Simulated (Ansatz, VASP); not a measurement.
# SiS3: VASP beside Ansatz

The input INCAR:

```
SYSTEM = SiS3
PREC = Accurate
ENCUT = 520
EDIFF = 1E-7
ISMEAR = 0
SIGMA = 0.1
LREAL = .False.
LASPH = .True.
NELM = 80
ALGO = Normal
ISIF = 2
LWAVE = .False.
LCHARG = .True.
GGA = PE
LELF = .True.
LVHAR = .True.
NBANDS = 19
```

File KPOINTS:

```
regular mesh
0
Gamma
  12 12 12
  0 0 0
```

The input POSCAR:

```
SiS3
1.0
   -2.5823868862      2.5823868862      2.5823868862
    2.5823868862     -2.5823868862      2.5823868862
    2.5823868862      2.5823868862     -2.5823868862
Si S
1 3
Direct
    0.0000000000      0.0000000000      0.0000000000
    0.0000000000      0.5000000000      0.5000000000
    0.5000000000      0.0000000000      0.5000000000
    0.5000000000      0.5000000000      0.0000000000
```

Input for Ansatz:

```yaml
crystal:
  lattice:
    - [-2.5823868862, 2.5823868862, 2.5823868862]
    - [2.5823868862, -2.5823868862, 2.5823868862]
    - [2.5823868862, 2.5823868862, -2.5823868862]
  atoms:
    - { symbol: Si, position: [0.0, 0.0, 0.0] }
    - { symbol: S, position: [0.0, 0.5, 0.5] }
    - { symbol: S, position: [0.5, 0.0, 0.5] }
    - { symbol: S, position: [0.5, 0.5, 0.0] }
basis:
  ecutwfc: 420
kpoints:
  mp_grid: { grid: [12, 12, 12] }
  band_path:
    path:
      - [[0.0, 0.0, 0.0], [0.5, -0.5, 0.5], [0.0, 0.0, 0.5], [0.0, 0.0, 0.0], [0.25, 0.25, 0.25], [0.5, -0.5, 0.5]]
      - [[0.25, 0.25, 0.25], [0.0, 0.0, 0.5]]
    npoints: 14
hamiltonian:
  xc: pbe
scf:
  occupations: { method: gaussian, width: 0.1 }
  n_extra_bands: 10
output:
  forces: true
  stress: true
  eigenvalues: true
  populations: true
  dos: { projected: true, de: 0.02, nscf_kmesh: { grid: [15, 15, 15] } }
  bader: true
  write_density: true
  write_potential: true
  elf: true
  volumetric_format: npy
```

Alike in both runs: task single point; functional PBE; k mesh 12 × 12 × 12; occupations gaussian, width 0.1 eV; no spin polarisation.

|  | VASP | Ansatz |
| --- | --- | --- |
| version | VASP 6.6.1 | Ansatz 0.2.0 |
| potentials or method | VASP PAW PBE potentials, release 64 (Si, S), cutoff 520 eV | scalar-relativistic, plane waves, PAW |
| valence electrons in the cell | 22 | 22 |

```csv
,VASP,Ansatz,Ansatz less VASP
gap on the k mesh at the Fermi level (eV),none,none,-
pressure (GPa),-0.1,0.0,+0.08
```

A gap of «none» marks a metal or a gap that the smearing closes. The functional is the same, so the differences come from potentials, cutoffs and numerics.
